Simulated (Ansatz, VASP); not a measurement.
## BeTe in VASP and in Ansatz

```
CELL_PARAMETERS angstrom
0.00000 2.83146 2.83146
2.83146 0.00000 2.83146
2.83146 2.83146 0.00000
ATOMIC_POSITIONS crystal
Be 0.00000 0.00000 0.00000
Te 0.75000 0.75000 0.75000
```

Alike in both runs: task single point; functional LDA; k mesh 4 × 4 × 4; occupations gaussian, width 0.1 eV; no spin polarisation.

```csv
,VASP,Ansatz
version,VASP 6.6.1,Ansatz 0.2.0
potentials or method,"VASP PAW LDA potentials, release 64 (Be, Te), cutoff 600 eV","scalar-relativistic, plane waves, PAW"
valence electrons in the cell,8,18
```

|  | VASP | Ansatz | Ansatz less VASP |
| --- | --- | --- | --- |
| gap on the k mesh at the Fermi level (eV) | 1.89 | 1.91 | +0.018 |
| least direct gap on the mesh (eV) | 3.58 | 3.56 | -0.019 |
| pressure (GPa) | -2.7 | -2.9 | -0.22 |

LDA's correlation is that of Perdew and Zunger in VASP and of Perdew and Wang (1992) in Ansatz. VASP's potentials hold 8 valence electrons a cell and Ansatz's 18, so a difference there can come from the potentials and not from the codes.

The k mesh is coarse, so the values compare programs but aren't converged. Spin-orbit coupling is off throughout.
